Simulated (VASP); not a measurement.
# CsMgBiO3 (R3m) in VASP: settings compared

CsMgBiO3 is run at these levels: LDA, PBEsol, PBE+D4; tasks: single point.

Program: VASP 6.6.1. These are calculated values, not measurements. Logs are shortened: lines on timing, memory, paths and dates and some standing lists are left out, and cuts for length are marked.

### 1 The cell of the first run

It takes space group R3m (No. 160, trigonal). Conventional cell: a = 6.279 Å, b = 6.279 Å, c = 11.324 Å, α = 90.00°, β = 90.00°, γ = 120.00°. Cs (site symmetry 3m) has 9 O at 3.23 to 3.31 Å and 4 Bi at 3.63 to 3.75 Å and 3 Mg at 3.73 Å within 4.3 Å. Mg (site symmetry 3m) has 3 O at 1.87 Å within 2.5 Å. Within 2.7 Å of Bi (site symmetry 3m) lie 3 O at 2.04 Å. O (site symmetry m) has 1 Mg at 1.87 Å and 1 Bi at 2.04 Å within 2.5 Å.

### 2 Single point, LDA

Input file INCAR:

```
PREC = Accurate
ENCUT = 840
EDIFF = 1E-6
ISMEAR = -1
SIGMA = 0.01
LREAL = False
LASPH = True
NELM = 120
ALGO = Normal
ISIF = 2
LWAVE = False
LCHARG = False
GGA = CA
NBANDS = 35
GGA_COMPAT = False
```

Input file KPOINTS:

```
Automatic mesh
0
Gamma
  4 4 4
```

Input file POSCAR:

```
CsMgBiO3
1.0
    3.1395574194      1.8126243212      3.7748240278
   -3.1395574194      1.8126243212      3.7748240278
    0.0000000000     -3.6252486425      3.7748240278
Cs Mg Bi O
1 1 1 3
Direct
    0.8983801441      0.8983801441      0.8983801441
    0.3082661894      0.3082661894      0.3082661894
    0.5669140718      0.5669140718      0.5669140718
    0.4968431307      0.9825478233      0.4968431307
    0.4968431307      0.4968431307      0.9825478233
    0.9825478233      0.4968431307      0.4968431307
```

Potentials or basis: VASP PAW LDA potentials, release 64 (Cs_sv, Mg_sv, Bi_d, O).

The run is started by

```
> cat potpaw_LDA.64/Cs_sv/POTCAR potpaw_LDA.64/Mg_sv/POTCAR potpaw_LDA.64/Bi_d/POTCAR potpaw_LDA.64/O/POTCAR > POTCAR
> mpirun -np 1 vasp_std > vasp.out
```

OUTCAR:

```text
PREC = Accurate
   ENCUT = 840
   EDIFF = 1E-6
   ISMEAR = -1
   LREAL = False
   LASPH = True
   NELM = 120
   ISIF = 2
   GGA = CA

 ion  position               nearest neighbor table
   1  0.898  0.898  0.898-
   2  0.308  0.308  0.308-   4 1.87   6 1.87   5 1.87   3 2.93
   3  0.567  0.567  0.567-   4 2.04   6 2.04   5 2.04   2 2.93
   4  0.497  0.983  0.497-   2 1.87   3 2.04
   5  0.497  0.497  0.983-   2 1.87   3 2.04
   6  0.983  0.497  0.497-   2 1.87   3 2.04

  LATTYP: Found a trigonal (rhomboedric) cell.
 ALAT       =     5.2337103627
 COS(alpha) =     0.2803066553

  Lattice vectors:

 A1 = (   3.1395574194,   1.8126243212,   3.7748240278)
 A2 = (  -3.1395574194,   1.8126243212,   3.7748240278)
 A3 = (   0.0000000000,  -3.6252486425,   3.7748240278)

Analysis of symmetry for initial positions (statically):
=====================================================================
 Subroutine PRICEL returns:
 Original cell was already a primitive cell.

 Routine SETGRP: Setting up the symmetry group for a
 trigonal (rhombohedral) supercell.

 Subroutine GETGRP returns: Found  6 space group operations
 (whereof  6 operations were pure point group operations)
 out of a pool of 12 trial point group operations.

The static configuration has the point symmetry C_3v.

Analysis of symmetry for dynamics (positions and initial velocities):
=====================================================================
 Subroutine PRICEL returns:
 Original cell was already a primitive cell.

 Routine SETGRP: Setting up the symmetry group for a
 trigonal (rhombohedral) supercell.

 Subroutine GETGRP returns: Found  6 space group operations
 (whereof  6 operations were pure point group operations)
 out of a pool of 12 trial point group operations.

The dynamic configuration has the point symmetry C_3v.

 Subroutine INISYM returns: Found  6 space group operations
 (whereof  6 operations are pure point group operations),
 and found     1 'primitive' translations

----------------------------------------------------------------------------------------

                                     Primitive cell

  volume of cell :     128.8915

  direct lattice vectors                    reciprocal lattice vectors
     3.139557419  1.812624321  3.774824028     0.159258116  0.091947716  0.088304337
    -3.139557419  1.812624321  3.774824028    -0.159258116  0.091947716  0.088304337
     0.000000000 -3.625248642  3.774824028     0.000000000 -0.183895432  0.088304337

  length of vectors
     5.233710363  5.233710363  5.233710363     0.203998005  0.203998005  0.203998005

  position of ions in fractional coordinates (direct lattice)
     0.898380144  0.898380144  0.898380144
     0.308266189  0.308266189  0.308266189
     0.566914072  0.566914072  0.566914072
     0.496843131  0.982547823  0.496843131
     0.496843131  0.496843131  0.982547823
     0.982547823  0.496843131  0.496843131

  ion indices of the primitive-cell ions
   primitive index   ion index
                 1           1
                 2           2
                 3           3
                 4           4
                 5           5
                 6           6

----------------------------------------------------------------------------------------

 KPOINTS: Automatic mesh

Automatic generation of k-mesh.
 Grid dimensions read from file:
 generate k-points for:    4    4    4

 Generating k-lattice:

  Cartesian coordinates                     Fractional coordinates (reciprocal lattice)
     0.039814529  0.022986929  0.022076084     0.250000000 -0.000000000 -0.000000000
    -0.039814529  0.022986929  0.022076084    -0.000000000  0.250000000 -0.000000000
     0.000000000 -0.045973858  0.022076084     0.000000000  0.000000000  0.250000000

  Length of vectors
     0.050999501  0.050999501  0.050999501

  Shift w.r.t. Gamma in fractional coordinates (k-lattice)
     0.000000000  0.000000000  0.000000000

 Subroutine IBZKPT returns following result:
 ===========================================

 Found     13 irreducible k-points:

 Following reciprocal coordinates:
            Coordinates               Weight
  0.000000  0.000000  0.000000      1.000000
  0.250000  0.000000  0.000000      6.000000
  0.500000  0.000000  0.000000      3.000000
  0.250000  0.250000  0.000000      6.000000
  0.500000  0.250000  0.000000     12.000000
 -0.250000  0.250000  0.000000      6.000000
  0.500000  0.500000  0.000000      3.000000
  0.250000  0.250000  0.250000      2.000000
  0.500000  0.250000  0.250000      6.000000
 -0.250000  0.250000  0.250000      6.000000
  0.500000  0.500000  0.250000      6.000000
 -0.250000  0.500000  0.250000      6.000000
  0.500000  0.500000  0.500000      1.000000
   k-points           NKPTS =     13   k-points in BZ     NKDIM =     13   number of bands    NBANDS=     35
   number of dos      NEDOS =    301   number of ions     NIONS =      6
   total plane-waves  NPLWV = 125000
   dimension x,y,z NGX =    50 NGY =   50 NGZ =   50
   dimension x,y,z NGXF=   100 NGYF=  100 NGZF=  100
   ions per type =               1   1   1   3
   NGX,Y,Z   is equivalent  to a cutoff of  15.88, 15.88, 15.88 a.u.
   NGXF,Y,Z  is equivalent  to a cutoff of  31.76, 31.76, 31.76 a.u.
 SYSTEM =  unknown system
   PREC   = accura    normal or accurate (medium, high low for compatibility)
   ISTART =      0    job   : 0-new  1-cont  2-samecut
   ICHARG =      2    charge: 1-file 2-atom 10-const
   ISPIN  =      1    spin polarized calculation?
   LNONCOLLINEAR =      F non collinear calculations
   LSORBIT =      F    spin-orbit coupling
   LASPH  =      T    aspherical Exc in radial PAW
   ENCUT  =  840.0 eV  61.74 Ry    7.86 a.u.  12.37 12.37 12.37*2*pi/ulx,y,z
   NELM   =    120;   NELMIN=  2; NELMDL= -5     # of ELM steps
   EDIFF  = 0.1E-05   stopping-criterion for ELM
   LREAL  =      F    real-space projection
[... 7 lines left out ...]
   TEBEG  =    0.0;   TEEND  =   0.0 temperature during run
   PSTRESS=    0.0 pullay stress
   NELECT =      52.0000    total number of electrons
   NUPDOWN=      -1.0000    fix difference up-down
   EMIN   =  10.00;   EMAX   =-10.00  energy-range for DOS
   EFERMI =   0.00;   METHOD = LEGACY
   ISMEAR =    -1;   SIGMA  =   0.01  broadening in eV -4-tet -1-fermi 0-gaus
   EFERMI_NEDOS =   21; number of points for ismear=-14 and -15
   IALGO  =     38    algorithm
   IMIX   =      4    mixing-type and parameters
     AMIX     =   0.40;   BMIX     =  1.00
     AMIX_MAG =   1.60;   BMIX_MAG =  1.00
  volume/ion in A,a.u.               =      21.48       144.97
  Fermi-wavevector in a.u.,A,eV,Ry     =   1.209673  2.285950 19.909515  1.463308
  Thomas-Fermi vector in A             =   2.345243
   LORBIT       =      0    0 simple, 1 ext, 2 COOP (PROOUT), +10 PAW based schemes
   GGA     = CA    functional components
   LHFCALC =     F    Hartree Fock is set to
   AEXX    =    0.0000 exact exchange contribution
   IVDW    =     0    specifies the selected vdW correction
   LEPSILON=     F    determine dielectric tensor
   LRPA    =     F    only Hartree local field effects (RPA)
 non-spin polarized calculation
  energy-cutoff  :      840.00
  volume of cell :      128.89
 maximum number of plane-waves:      7151
 NGX is ok and might be reduce to    50
   NGX = 25   NGY = 25   NGZ = 25

 number of electron      51.9999999 magnetization

 Free energy of the ion-electron system (eV)
  ---------------------------------------------------
  ext. energy  EPLUGINS =         0.00000000
  ---------------------------------------------------
  free energy    TOTEN  =       -34.05977585 eV

  energy without entropy =      -34.05977585  energy(sigma->0) =      -34.05977585

 E-fermi :   2.3522     XC(G=0):  -9.1586

 val. band max:        1.9083033487   @ k =   0.5000   0.5000   0.5000
 cond. band min:       4.6269250818   @ k =   0.5000   0.5000   0.5000
 fundamental gap:      2.7186217330
 Fermi energy:         2.3522277042

 k-point     1 :       0.0000    0.0000    0.0000
  band No.  band energies     occupation
      1     -70.7897      2.00000
      2     -38.4072      2.00000
      3     -38.2393      2.00000
      4     -38.2393      2.00000
      5     -20.4092      2.00000
      6     -20.4092      2.00000
[... 27 lines left out ...]
     34       9.8398      0.00000
     35       9.8398      0.00000

 k-point     2 :       0.2500    0.0000    0.0000
  band No.  band energies     occupation
      1     -70.7897      2.00000
      2     -38.4071      2.00000
      3     -38.2393      2.00000
      4     -38.2393      2.00000
      5     -20.4091      2.00000
      6     -20.4051      2.00000
[... 27 lines left out ...]
     34       9.9297      0.00000
     35      10.1382      0.00000

 k-point     3 :       0.5000    0.0000    0.0000
  band No.  band energies     occupation
      1     -70.7897      2.00000
      2     -38.4072      2.00000
      3     -38.2393      2.00000
      4     -38.2393      2.00000
      5     -20.4089      2.00000
      6     -20.4010      2.00000
[... 27 lines left out ...]
     34       9.4445      0.00000
     35       9.7520      0.00000
[... 305 lines left out ...]
 k-point    12 :      -0.2500    0.5000    0.2500
  band No.  band energies     occupation
      1     -70.7896      2.00000
      2     -38.4072      2.00000
      3     -38.2393      2.00000
      4     -38.2393      2.00000
      5     -20.4030      2.00000
      6     -20.3961      2.00000
[... 27 lines left out ...]
     34       9.5303      0.00000
     35      10.0232      0.00000

 k-point    13 :       0.5000    0.5000    0.5000
  band No.  band energies     occupation
      1     -70.7896      2.00000
      2     -38.4072      2.00000
      3     -38.2393      2.00000
      4     -38.2393      2.00000
      5     -20.3930      2.00000
      6     -20.3930      2.00000
[... 27 lines left out ...]
     34      10.1223      0.00000
     35      10.1223      0.00000

------------------------ aborting loop because EDIFF is reached ----------------------------------------

  FORCE on cell =-STRESS in cart. coord.  units (eV):
  Direction    XX          YY          ZZ          XY          YZ          ZX
  --------------------------------------------------------------------------------------
  -------------------------------------------------------------------------------------
  Total        0.3212278      0.3212278      0.0842211     -0.0000000     -0.0000000     -0.0000000
  in kB        3.9930024      3.9930024      1.0469052     -0.0000000     -0.0000000     -0.0000000
  external PRESSURE =       3.0109700 kB  Pullay stress =       0.0000000 kB

 VOLUME and BASIS-vectors are now :
 -----------------------------------------------------------------------------
  energy-cutoff  :      840.00
  volume of cell :      128.89
      direct lattice vectors                 reciprocal lattice vectors
     3.139557419  1.812624321  3.774824028     0.159258116  0.091947716  0.088304337
    -3.139557419  1.812624321  3.774824028    -0.159258116  0.091947716  0.088304337
     0.000000000 -3.625248642  3.774824028     0.000000000 -0.183895432  0.088304337

 POSITION                                       TOTAL-FORCE (eV/Angst)
 -----------------------------------------------------------------------------------
      0.00000     -0.00000     10.17368         0.000000     -0.000000      0.006150
      0.00000     -0.00000      3.49095         0.000000      0.000000     -0.009104
      0.00000     -0.00000      6.42000         0.000000      0.000000     -0.101389
     -1.52490      0.88040      7.45994         0.000305     -0.000176      0.034781
      0.00000     -1.76080      7.45994         0.000000      0.000352      0.034781
      1.52490      0.88040      7.45994        -0.000305     -0.000176      0.034781
 -----------------------------------------------------------------------------------
    total drift:                               -0.000000     -0.000000      0.000106

  FREE ENERGIE OF THE ION-ELECTRON SYSTEM (eV)
  ---------------------------------------------------
  free  energy   TOTEN  =       -34.0597758491 eV

  energy  without entropy=      -34.0597758491  energy(sigma->0) =      -34.05977585
```

Run time: 56 s. Hardware: 1 thread of Intel Xeon 6975P-C (Granite Rapids), shared host; peak memory 0.35 GiB.

What came out:

```
Free energy            : -34.0598 eV
Pressure               : 0.3 GPa
Largest force          : 0.101 eV/Å
Band gap on the k mesh : 2.72 eV
```

Forces in eV/Å, atoms in the order of the input:
```
Cs   0.000  0.000  0.006
Mg   0.000  0.000 -0.009
Bi   0.000  0.000 -0.101
O    0.000  0.000  0.035
O    0.000  0.000  0.035
O    0.000  0.000  0.035
```

Stress tensor (GPa, compression positive):
```
0.40 0.00 0.00
0.00 0.40 0.00
0.00 0.00 0.10
```

Levels at points of the mesh, in eV from the valence-band top:
```csv
k point,band 24,band 25,band 26,band 27,band 28,band 29
"(0.00, 0.00, 0.00)",-1.51,-1.51,-1.07,2.91,4.66,4.66
"(0.50, 0.00, 0.00)",-1.57,-1.42,-1.11,3.11,4.46,5.07
"(0.50, 0.50, 0.00)",-1.57,-1.32,-0.50,3.01,3.67,4.26
"(0.50, 0.50, 0.50)",-1.49,-0.99,0.00,2.72,2.72,2.88
```

Caveat: spin-orbit coupling is left out, which moves the levels of the heavy elements.

(Continued in part 2 of 2.)
